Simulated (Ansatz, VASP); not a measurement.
## NaH: VASP beside Ansatz

```
Na H
1.0
     3.02900    0.00000    0.00000
     0.00000    3.02900    0.00000
     0.00000    0.00000    2.80737
Na H
1 1
Direct
  0.00000 0.00000 0.00000
  0.50000 0.50000 0.50000
```

Change from the starting cell: strain +0.025 along x and y, -0.050 along z, atoms carried along.

Alike in both runs: task single point; functional PBE; k mesh 10 × 10 × 10; occupations gaussian, width 0.05 eV; no spin polarisation.

```csv
,VASP,Ansatz
version,VASP 6.6.1,Ansatz 0.2.0
potentials or method,"VASP PAW PBE potentials, release 64 (Na_pv, H), cutoff 520 eV","scalar-relativistic, plane waves, PAW"
valence electrons in the cell,8,10
```

Ansatz gave:

* gap on the k mesh at the Fermi level (eV): 0.75
* least direct gap on the mesh (eV): 4.36
* pressure (GPa): 0.3
* traceless stress, the component that is largest in VASP (GPa): 5.75

Q: Estimate VASP's values.

A: gap on the k mesh at the Fermi level (eV): 0.75; least direct gap on the mesh (eV): 4.35; pressure (GPa): 0.3; traceless stress, the component that is largest in VASP (GPa): 5.75.

VASP's potentials hold 8 valence electrons a cell and Ansatz's 10, so a difference there can come from the potentials and not from the codes.
